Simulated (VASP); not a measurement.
# Mg (Im-3m) in VASP: notebook, part 2 of 2

VASP 6.6.1. Earlier steps stand in the parts before.

## Step 4: Single point, PBEsol

This run uses another cell than the first one, of 15.28 Å³/atom.

File INCAR:

```
SYSTEM = Mg
ALGO = Normal
EDIFF = 1E-6
ENCUT = 520
GGA = PS
ISIF = 2
ISMEAR = 0
LASPH = .True.
LCHARG = .True.
LELF = .True.
LREAL = .False.
LVHAR = .True.
LWAVE = .False.
NBANDS = 7
NELM = 80
PREC = Accurate
SIGMA = 0.1
```

File KPOINTS:

```
k-points
0
Gamma
  28 28 28
  0 0 0
```

File POSCAR:

```
Mg
1.0
   -1.5631114794      1.5631114794      1.5631114794
    1.5631114794     -1.5631114794      1.5631114794
    1.5631114794      1.5631114794     -1.5631114794
Mg
1
Direct
    0.0000000000      0.0000000000      0.0000000000
```

Potentials or basis: VASP PAW PBE potentials, release 64 (Mg).

On the command line:

```console
$ cat potpaw_PBE.64/Mg/POTCAR > POTCAR
$ mpirun -np 1 vasp_std > vasp.out
```

OUTCAR:

```text
SYSTEM = Mg
   EDIFF = 1E-6
   ENCUT = 520
   GGA = PS
   ISIF = 2
   ISMEAR = 0
   LASPH = .True.
   LREAL = .False.
   NELM = 80
   PREC = Accurate

 ion  position               nearest neighbor table
   1  0.000  0.000  0.000-

  LATTYP: Found a body centered cubic cell.
 ALAT       =     3.1262229588

  Lattice vectors:

 A1 = (  -1.5631114794,   1.5631114794,   1.5631114794)
 A2 = (   1.5631114794,  -1.5631114794,   1.5631114794)
 A3 = (   1.5631114794,   1.5631114794,  -1.5631114794)

Analysis of symmetry for initial positions (statically):
=====================================================================
 Subroutine PRICEL returns:
 Original cell was already a primitive cell.

 Routine SETGRP: Setting up the symmetry group for a
 body centered cubic supercell.

 Subroutine GETGRP returns: Found 48 space group operations
 (whereof 48 operations were pure point group operations)
 out of a pool of 48 trial point group operations.

The static configuration has the point symmetry O_h .

Analysis of symmetry for dynamics (positions and initial velocities):
=====================================================================
 Subroutine PRICEL returns:
 Original cell was already a primitive cell.

 Routine SETGRP: Setting up the symmetry group for a
 body centered cubic supercell.

 Subroutine GETGRP returns: Found 48 space group operations
 (whereof 48 operations were pure point group operations)
 out of a pool of 48 trial point group operations.

The dynamic configuration has the point symmetry O_h .

 Subroutine INISYM returns: Found 48 space group operations
 (whereof 48 operations are pure point group operations),
 and found     1 'primitive' translations

----------------------------------------------------------------------------------------

                                     Primitive cell

  volume of cell :      15.2767

[... 107 lines left out ...]
  volume/ion in A,a.u.               =      15.28       103.09
  Fermi-wavevector in a.u.,A,eV,Ry     =   0.831269  1.570870  9.401735  0.691008
  Thomas-Fermi vector in A             =   1.944127
   LORBIT       =      0    0 simple, 1 ext, 2 COOP (PROOUT), +10 PAW based schemes
   GGA     = PS    functional components
   LHFCALC =     F    Hartree Fock is set to
   AEXX    =    0.0000 exact exchange contribution
   IVDW    =     0    specifies the selected vdW correction
   LEPSILON=     F    determine dielectric tensor
   LRPA    =     F    only Hartree local field effects (RPA)
 non-spin polarized calculation
 Gauss-broadening in eV      SIGMA  =   0.10
  energy-cutoff  :      520.00
  volume of cell :       15.28
 maximum number of plane-waves:       424
   NGX =  9   NGY =  9   NGZ =  9

 number of electron       2.0000000 magnetization

 Free energy of the ion-electron system (eV)
  ---------------------------------------------------
  ext. energy  EPLUGINS =         0.00000000
  ---------------------------------------------------
  free energy    TOTEN  =        -1.19946605 eV

  energy without entropy =       -1.19796290  energy(sigma->0) =       -1.19871448

 E-fermi :   5.1718     XC(G=0):  -9.9224

 val. band max:        5.1707259520   @ k =  -0.4643   0.4643   0.1071
 cond. band min:       5.1797599945   @ k =  -0.4643   0.5000   0.1429
 fundamental gap:      0.0090340425
 Fermi energy:         5.1718271960

 k-point     1 :       0.0000    0.0000    0.0000
  band No.  band energies     occupation
      1      -3.7616      2.00000
      2      21.1320      0.00000
      3      21.1320      0.00000
      4      21.1320      0.00000
      5      23.6532      0.00000
      6      23.6532      0.00000
      7      25.2467      0.00000
[... 221 lines left out ...]
 k-point    24 :       0.3214    0.0357    0.0000
  band No.  band energies     occupation
      1      -0.2625      2.00000
      2       8.8516      0.00000
      3      15.6970      0.00000
      4      18.4925      0.00000
      5      19.1677      0.00000
      6      21.5519      0.00000
      7      27.4510      0.00000

 [... further k-points ...]

------------------------ aborting loop because EDIFF is reached ----------------------------------------

  FORCE on cell =-STRESS in cart. coord.  units (eV):
  Direction    XX          YY          ZZ          XY          YZ          ZX
  --------------------------------------------------------------------------------------
  -------------------------------------------------------------------------------------
  Total        2.9086456      2.9086456      2.9086456      0.0000000     -0.0000000      0.0000000
  in kB      305.0503601    305.0503601    305.0503601      0.0000000     -0.0000000      0.0000000
  external PRESSURE =     305.0503601 kB  Pullay stress =       0.0000000 kB

 VOLUME and BASIS-vectors are now :
 -----------------------------------------------------------------------------
  energy-cutoff  :      520.00
  volume of cell :       15.28
      direct lattice vectors                 reciprocal lattice vectors
    -1.563111479  1.563111479  1.563111479     0.000000000  0.319874818  0.319874818
     1.563111479 -1.563111479  1.563111479     0.319874818  0.000000000  0.319874818
     1.563111479  1.563111479 -1.563111479     0.319874818  0.319874818  0.000000000

 POSITION                                       TOTAL-FORCE (eV/Angst)
 -----------------------------------------------------------------------------------
      0.00000      0.00000      0.00000        -0.000000      0.000000      0.000000
 -----------------------------------------------------------------------------------
    total drift:                                0.000000      0.000000     -0.000000

  FREE ENERGIE OF THE ION-ELECTRON SYSTEM (eV)
  ---------------------------------------------------
  free  energy   TOTEN  =        -1.1994660492 eV

  energy  without entropy=       -1.1979629037  energy(sigma->0) =       -1.19871448
```

stdout:

```text
POSCAR found type information on POSCAR Mg
 POSCAR found :  1 types and       1 ions
 scaLAPACK will be used
 -----------------------------------------------------------------------------
|                                                                             |
|                                                                             |
|     You enforced a specific xc type in the INCAR file but a different       |
|     I HOPE YOU KNOW WHAT YOU ARE DOING!                                     |
|                                                                             |
 -----------------------------------------------------------------------------

 LDA part: xc-table for (Slater+PW92), standard interpolation
 POSCAR, INCAR and KPOINTS ok, starting setup
 FFT: planning ... GRIDC
 FFT: planning ... GRID_SOFT
 FFT: planning ... GRID
 WAVECAR not read
 entering main loop
```

It took 60 s on 1 thread of Intel Xeon 8259CL, shared host; peak memory 0.18 GiB.

What came out:

```
Free energy            : -1.1995 eV
Pressure               : 30.5 GPa
Band gap on the k mesh : zero (bands 1 and 2 overlap by 4.90 eV)
```

Levels at points of the mesh, in eV from the Fermi level:
| k point | band 1 | band 2 | band 3 | band 4 |
| --- | --- | --- | --- | --- |
| (0.00, 0.00, 0.00) | -8.93 | 15.96 | 15.96 | 15.96 |
| (0.50, 0.00, 0.00) | -2.12 | -0.92 | 10.13 | 13.04 |
| (0.50, 0.50, 0.50) | 3.97 | 3.97 | 5.30 | 5.30 |

Caveat: the cell stands under pressure; the PAW data sets were made with another functional, which shifts forces and pressure a little.

## Step 5: Single point, PBEsol

This run uses another cell than the first one, of 18.13 Å³/atom.

File INCAR:

```
SYSTEM = Mg
ALGO = Fast ; EDIFF = 1E-7
ENCUT = 520 ; GGA = PS
ISIF = 2 ; ISMEAR = 0
LASPH = .True. ; LCHARG = .False.
LREAL = .False. ; LWAVE = .False.
NBANDS = 7 ; NELM = 80
PREC = Accurate ; SIGMA = 0.1
```

KPOINTS is that of step 4.

File POSCAR:

```
Mg
1.0
   -1.6548597374      1.6548597374      1.6548597374
    1.6548597374     -1.6548597374      1.6548597374
    1.6548597374      1.6548597374     -1.6548597374
Mg
1
Direct
    0.0000000000      0.0000000000      0.0000000000
```

On the command line:

```console
$ cat potpaw_PBE.64/Mg/POTCAR > POTCAR
$ mpirun -np 1 vasp_std > vasp.out
```

It took 70 s on 1 thread of Intel Xeon 8259CL, shared host; peak memory 0.2 GiB.

The run converged. Its results:

* Free energy: -1.5594 eV
* Pressure: 12.1 GPa
* Band gap on the k mesh: zero (bands 1 and 2 overlap by 4.92 eV)

Levels at points of the mesh, in eV from the Fermi level:
```tsv
k point	band 1	band 2	band 3	band 4	band 5	band 6
(0.00, 0.00, 0.00)	-8.06	14.64	14.64	14.64	16.94	16.94
(0.50, 0.00, 0.00)	-1.87	-0.91	9.47	11.31	11.83	13.63
(0.50, 0.50, 0.50)	4.01	4.01	4.61	4.61	4.61	10.31
```

Caveat: the cell stands under pressure; the PAW data sets were made with another functional, which shifts forces and pressure a little.

## Step 6: The runs side by side

| cell | gap on the mesh (eV) | pressure (GPa) |
| --- | --- | --- |
| a = 2.506 Å, angles 109.5°, 1 atom | none | 76.8 |
| a = 2.599 Å, angles 109.5°, 1 atom | none | 51.0 |
| a = 2.707 Å, angles 109.5°, 1 atom | none | 30.5 |
| a = 2.866 Å, angles 109.5°, 1 atom | none | 12.1 |

Alike in all rows: task single point; level PBEsol; potentials or basis VASP PAW PBE potentials, release 64 (Mg); no spin polarisation; k mesh 28 × 28 × 28; cutoff (eV) 520; smearing gaussian 0.1 eV.

Caveats: the cell stands under pressure; the PAW data sets were made with another functional, which shifts forces and pressure a little.

Absolute energies hang on the potentials; compare differences alone.
